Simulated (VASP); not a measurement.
Set up this calculation in VASP 6.6.1, as the native input.

* Task: single point
* Functional: PBE
* Potentials or basis: VASP PAW PBE potentials, release 64 (Sn_d, Se)
* Cutoff: 520 eV
* k mesh: 12 × 12 × 4
* Occupations: gaussian, width 0.02 eV
* Spin: no spin polarisation
* Dipole correction: no
* Further INCAR settings: ALGO = Normal; EDIFF = 1e-07; NBANDS = 20

The structure of SnSe2 lies in POSCAR:

```
SnSe2
1.0
    3.6393719746      0.0000000000      0.0000000000
   -1.8196859873      3.1517885838      0.0000000000
    0.0000000000      0.0000000000      7.2220606642
Sn Se
1 2
Direct
    0.0000000000      0.0000000000      0.0000000000
    0.6666666667      0.3333333333      0.7748995539
    0.3333333333      0.6666666667      0.2251004461
```

This cell differs from its parent crystal: biaxial strain in the a-b plane: -6.0 %.

These files were run (other wordings do the same):

INCAR

```
SYSTEM = SnSe2
PREC = Accurate ; ENCUT = 520
EDIFF = 1E-7 ; ISMEAR = 0
SIGMA = 0.02 ; LREAL = .FALSE.
LASPH = .TRUE. ; NELM = 60
ALGO = Normal ; ISIF = 2
LWAVE = .FALSE. ; LCHARG = .TRUE.
GGA = PE ; LELF = .TRUE.
LVHAR = .TRUE. ; NBANDS = 20
```

KPOINTS

```
regular mesh
0
G
  12 12 4
  0 0 0
```

Potentials or basis: VASP PAW PBE potentials, release 64 (Sn_d, Se).

The run is started by

```bash
$ cat potpaw_PBE.64/Sn_d/POTCAR potpaw_PBE.64/Se/POTCAR > POTCAR
$ mpirun -np 1 vasp_std > vasp.out
```

It gave:

```yaml
Pressure: 7.3 GPa
Largest_force: 0.500 eV/Å
Band_gap_on_the_k_mesh: 0.46 eV, indirect (least direct gap 1.06 eV)
```

Caveat: the cell differs from its parent crystal (biaxial strain in the a-b plane: -6.0 %); spin-orbit coupling is left out, which moves the levels of the heavy elements; this functional lacks dispersion, which binds the layers, so the pressure and a relaxed spacing across them are unreliable.

Wall time 62 s on 1 thread of Intel(R) Xeon(R) Platinum 8559C (Emerald Rapids), on a shared host, peak memory 0.26 GiB.
